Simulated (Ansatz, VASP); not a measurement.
## ZnF2: VASP beside Ansatz

INCAR

```
SYSTEM = ZnF2
PREC = Accurate
ENCUT = 520
EDIFF = 1E-7
ISMEAR = -1
SIGMA = 0.01
LREAL = .False.
LASPH = .True.
NELM = 120
ALGO = Normal
ISIF = 2
LWAVE = .False.
LCHARG = .False.
GGA = PE
IBRION = 2
NSW = 80
EDIFFG = -0.02
GGA_COMPAT = .False.
NELMIN = 4
```

File KPOINTS:

```
regular mesh
0
Gamma
  7 7 11
  0 0 0
```

The input POSCAR:

```
ZnF2
1.0
    4.7029441700      0.0000000000      0.0000000000
    0.0000000000      4.7029441700      0.0000000000
    0.0000000000      0.0000000000      3.1328902100
Zn F
2 4
Direct
    0.5000000000      0.5000000000      0.5000000000
    0.0000000000      0.0000000000      0.0000000000
    0.6968616200      0.6968616200      0.0000000000
    0.8031383800      0.1968616200      0.5000000000
    0.3031383800      0.3031383800      0.0000000000
    0.1968616200      0.8031383800      0.5000000000
```

Input for Ansatz:

```yaml
crystal:
  lattice:
    - [4.70294417, 0.0, 0.0]
    - [0.0, 4.70294417, 0.0]
    - [0.0, 0.0, 3.13289021]
  atoms:
    - { symbol: Zn, position: [0.5, 0.5, 0.5] }
    - { symbol: Zn, position: [0.0, 0.0, 0.0] }
    - { symbol: F, position: [0.69686162, 0.69686162, 0.0] }
    - { symbol: F, position: [0.80313838, 0.19686162, 0.5] }
    - { symbol: F, position: [0.30313838, 0.30313838, 0.0] }
    - { symbol: F, position: [0.19686162, 0.80313838, 0.5] }
kpoints:
  mp_grid: { grid: [7, 7, 11] }
scf:
  occupations: { method: fermi_dirac, width: 0.01 }
hamiltonian:
  xc: pbe
  pseudopotentials: { kind: paw }
output:
  forces: true
  stress: true
  populations: true
  efg: { quadrupole_moments_barn: { Zn: 0.122 }, contact_densities: true }
relax:
  f_tol: 0.02
  max_steps: 60
```

Alike in both runs: task relaxation of the atoms; functional PBE; k mesh 7 × 7 × 11; occupations fermi-dirac, width 0.01 eV; no spin polarisation.

|  | VASP | Ansatz |
| --- | --- | --- |
| version | VASP 6.6.1 | Ansatz 0.2.0 |
| potentials or method | VASP PAW PBE potentials, release 64 (Zn, F) | plane-wave PAW, scalar-relativistic |
| plane-wave cutoff (eV) | 520 | 420 |
| valence electrons in the cell | 52 | 52 |

|  | VASP | Ansatz | Ansatz less VASP |
| --- | --- | --- | --- |
| gap on the k mesh at the Fermi level, each at its own relaxed structure (eV) | 3.49 | 3.58 | +0.085 |

Ansatz's warnings: stress scf threshold loose.
